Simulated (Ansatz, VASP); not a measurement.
**Two plane-wave programs on Ti**

File INCAR:

```
SYSTEM = Ti
  PREC = Accurate
  ENCUT = 520
  EDIFF = 1E-7
  ISMEAR = 0
  SIGMA = 0.012
  LREAL = .FALSE.
  LASPH = .TRUE.
  NELM = 80
  ALGO = Normal
  ISIF = 2
  LWAVE = .FALSE.
  LCHARG = .FALSE.
  GGA = PE
  NBANDS = 19
```

File KPOINTS:

```
regular mesh
0
G
  10 10 6
  0 0 0
```

Contents of POSCAR:

```
Ti
1.0
    2.9500000000      0.0000000000      0.0000000000
   -1.4750000000      2.5547749412      0.0000000000
    0.0000000000      0.0000000000      4.6800000000
Ti
2
Direct
    0.6666666667      0.3333333333      0.7500000000
    0.3333333333      0.6666666667      0.2500000000
```

input.yaml

```yaml
crystal:
  lattice:
    - [2.95, 0.0, 0.0]
    - [-1.475, 2.5547749412, 0.0]
    - [0.0, 0.0, 4.68]
  atoms:
    - { symbol: Ti, position: [0.6666666667, 0.3333333333, 0.75] }
    - { symbol: Ti, position: [0.3333333333, 0.6666666667, 0.25] }
hamiltonian:
  xc: pbe
  pseudopotentials: { kind: paw }
kpoints:
  mp_grid: { grid: [10, 10, 6] }
scf:
  occupations: { method: gaussian, width: 0.012 }
output:
  forces: true
  stress: true
  eigenvalues: true
```

Alike in both runs: task single point; functional PBE; k mesh 10 × 10 × 6; occupations gaussian, width 0.012 eV; no spin polarisation.

|  | VASP | Ansatz |
| --- | --- | --- |
| version | VASP 6.6.1 | Ansatz 0.2.0 |
| potentials or method | VASP PAW PBE potentials, release 64 (Ti_sv) | Ansatz PAW |
| plane-wave cutoff (eV) | 520 | 420 |
| valence electrons in the cell | 24 | 24 |

VASP gave:

| Quantity | Value |
| --- | --- |
| gap on the k mesh at the Fermi level (eV) | none |
| pressure (GPa) | -1.7 |
| traceless stress, the component that is largest in VASP (GPa) | -0.20 |

Task: Estimate Ansatz's values.

Result: gap on the k mesh at the Fermi level (eV): none; pressure (GPa): -1.4; traceless stress, the component that is largest in VASP (GPa): -0.20.

A gap of «none» marks a metal or a gap that the smearing closes.
